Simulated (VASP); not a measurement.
CaS, 2 atoms in the cell. It takes space group Fm-3m (No. 225, cubic). The conventional cell has a = 5.403 Å, b = 5.403 Å, c = 5.403 Å, α = 90.00°, β = 90.00°, γ = 90.00°. Within 3.6 Å of Ca (site symmetry m-3m) lie 6 S at 2.70 Å. Within 3.6 Å of S (site symmetry m-3m) lie 6 Ca at 2.70 Å. 

| Item | Value |
| --- | --- |
| Program | VASP 6.6.1 |
| Task | elastic constants |
| Functional | PBEsol |
| Potentials or basis | VASP PAW PBE potentials, release 64 (Ca_sv, S) |
| Cutoff | 500 eV |
| k mesh | 8 × 8 × 8 |
| Occupations | gaussian, width 0.01 eV |
| Spin | no spin polarisation |
| Dipole correction | no |
| Ions in elastic constants | relaxed |
| Further INCAR settings | ALGO = Normal; EDIFF = 1e-08; NBANDS = 15; IBRION = 6; POTIM = 0.015; NSW = 1; ISIF = 3 |

Potentials or basis: VASP PAW PBE potentials, release 64 (Ca_sv, S).

The run is started by

```sh
$ cat potpaw_PBE.64/Ca_sv/POTCAR potpaw_PBE.64/S/POTCAR > POTCAR
$ mpirun -np 1 vasp_std > vasp.out
```

Hardware: 1 thread of Intel(R) Xeon(R) 6975P-C (Granite Rapids) (shared host).

**Question.** Estimate the wall time of this run.

**Answer.** Run time: 4.8 min on 1 thread of Intel(R) Xeon(R) 6975P-C (Granite Rapids), on a shared host, peak memory 0.28 GiB. Counts: scf iterations 180, k points 29.
